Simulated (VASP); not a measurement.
Here is a VASP 6.6.1 calculation.

INCAR

```
ALGO = Fast
EDIFF = 1E-6
ENCUT = 520
GGA = PE
ISIF = 2
ISMEAR = 0
LASPH = T
LCHARG = F
LREAL = F
LWAVE = F
NBANDS = 35
NELM = 80
PREC = Accurate
SIGMA = 0.1
```

The input KPOINTS:

```
k-points
0
Gamma
  6 6 6
```

File POSCAR:

```
Cd4Te
1.0
    5.8182983527      0.0000000000      0.0000000000
    0.0000000000      5.8182983527      0.0000000000
    0.0000000000      0.0000000000      5.8182983527
Cd Te
4 1
Direct
    0.0000000000      0.5000000000      0.5000000000
    0.5000000000      0.0000000000      0.5000000000
    0.5000000000      0.5000000000      0.0000000000
    0.0000000000      0.0000000000      0.0000000000
    0.5000000000      0.5000000000      0.5000000000
```

Potentials or basis: VASP PAW PBE potentials, release 64 (Cd, Te).

The run is started by

```sh
$ cat potpaw_PBE.64/Cd/POTCAR potpaw_PBE.64/Te/POTCAR > POTCAR
$ mpirun -np 1 vasp_std > vasp.out
```

Question: What does it give for the band gap on the k mesh?

Answer: Zero (bands 27 and 28 overlap by 1.70 eV).

Question: Estimate the pressure.

Answer: 0.1 GPa.

Caveat: spin-orbit coupling is left out, which moves the levels of the heavy elements.
